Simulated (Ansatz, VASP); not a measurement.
Sb: VASP beside Ansatz

The input INCAR:

```
ALGO = Normal ; EDIFF = 1E-6
EDIFFG = -0.01 ; ENCUT = 600
GGA = PE ; IBRION = 2
ISIF = 3 ; ISMEAR = -1
LASPH = True ; LCHARG = False
LREAL = False ; LWAVE = False
NELM = 60 ; NSW = 80
PREC = Accurate ; SIGMA = 0.1
```

KPOINTS

```
k-points
0
Gamma
  7 7 10
```

POSCAR

```
Sb
1.0
    5.3555937617      0.0000000000      0.0000000000
   -2.6777968808      4.6380802500      0.0000000000
    0.0000000000      0.0000000000      3.2829789759
Sb
3
Direct
    0.0000000000      0.0000000000      0.0000000000
    0.3333333333      0.6666666667      0.5000000000
    0.6666666667      0.3333333333      0.5000000000
```

Input for Ansatz:

```yaml
crystal:
  lattice:
    - [5.3555937617, 0.0, 0.0]
    - [-2.6777968808, 4.63808025, 0.0]
    - [0.0, 0.0, 3.2829789759]
  atoms:
    - { symbol: Sb, position: [0.0, 0.0, 0.0] }
    - { symbol: Sb, position: [0.3333333333, 0.6666666667, 0.5] }
    - { symbol: Sb, position: [0.6666666667, 0.3333333333, 0.5] }
hamiltonian:
  xc: pbe
  pseudopotentials:
    kind: paw
    azcp:
      Sb: "pseudopotentials/Sb.paw.azcp"
basis:
  ecutwfc: 420
  fft_grid_basis: typed
kpoints:
  mp_grid: { grid: [7, 7, 10], shift: [0, 0, 0] }
magnetization:
  spin_polarized: false
scf:
  occupations: { method: fermi_dirac, width: 0.1 }
relax:
  max_steps: 60
  f_tol: 0.01
  cell: {}
```

Alike in both runs: task relaxation of cell and atoms; functional PBE; k mesh 7 × 7 × 10; occupations fermi-dirac, width 0.1 eV; no spin polarisation.

|  | VASP | Ansatz |
| --- | --- | --- |
| version | VASP 6.6.1 | Ansatz 0.2.0 |
| potentials or method | VASP PAW PBE potentials, release 64 (Sb), cutoff 600 eV | plane waves (420 eV) with PAW, scalar-relativistic |
| valence electrons in the cell | 15 | 45 |

Ansatz gave:

| Quantity | Value |
| --- | --- |
| relaxed volume (Å³/atom) | 27.64 |
| relaxed length of the cell vector where the two differ most in proportion (Å) | 5.435 |

Question: Which values does VASP return?

Answer: Relaxed volume (Å³/atom): 27.58; relaxed length of the cell vector where the two differ most in proportion (Å): 5.431.

VASP's potentials hold 15 valence electrons a cell and Ansatz's 45, so a difference there can come from the potentials and not from the codes.

Neither program's run includes spin-orbit coupling.
